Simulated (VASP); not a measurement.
Set up this calculation in VASP 6.6.1, as the native input.

| Quantity | Value |
| --- | --- |
| Task | single point |
| Functional | revPBE |
| Potentials or basis | VASP PAW PBE potentials, release 64 (Co) |
| Cutoff | 520 eV |
| k mesh | 13 × 13 × 7 |
| Occupations | fermi-dirac, width 0.3 eV |
| Spin | collinear spin, ferromagnetic start |
| Starting moments | [3.2, 3.2] μB |
| Dipole correction | no |
| Further INCAR settings | ALGO = Normal; EDIFF = 1e-06; NBANDS = 20 |

The structure of Co lies in POSCAR:

```
Co
1.0
    2.4208680830      0.0000000000      0.0000000000
   -1.2104340415      2.0965331650      0.0000000000
    0.0000000000      0.0000000000      3.9294452464
Co
2
Direct
    0.3333333333      0.6666666667      0.2500000000
    0.6666666667      0.3333333333      0.7500000000
```

One way to write it, as run:

INCAR

```
SYSTEM = Co
PREC = Accurate
ENCUT = 520
EDIFF = 1E-6
ISMEAR = -1
SIGMA = 0.3
LREAL = .FALSE.
LASPH = .TRUE.
NELM = 150
ALGO = Normal
ISIF = 2
LWAVE = .FALSE.
LCHARG = .TRUE.
ISPIN = 2
MAGMOM = 3.2 3.2
LORBIT = 11
LMAXMIX = 4
GGA = RE
LELF = .TRUE.
LVHAR = .TRUE.
NBANDS = 20
```

KPOINTS

```
Automatic mesh
0
G
  13 13 7
  0 0 0
```

Potentials or basis: VASP PAW PBE potentials, release 64 (Co).

Command:

```console
$ cat potpaw_PBE.64/Co/POTCAR > POTCAR
$ mpirun -np 1 vasp_std > vasp.out
```

It gave:

| Quantity | Value |
| --- | --- |
| Pressure | 24.7 GPa |
| Net moment | 2.39 μB per cell |
| Site moments | Co +1.20 μB |
| Valence electrons inside the program's atomic spheres | Co 8.45 |

Caveat: the cell stands under pressure; so wide a smearing shifts energies and pressures; the PAW data sets were made with another functional, which shifts forces and pressure a little.

Wall time 44 s on 1 thread of AMD EPYC 9R45 96-Core Processor (Zen 5), with other jobs on the host, peak memory 0.14 GiB.
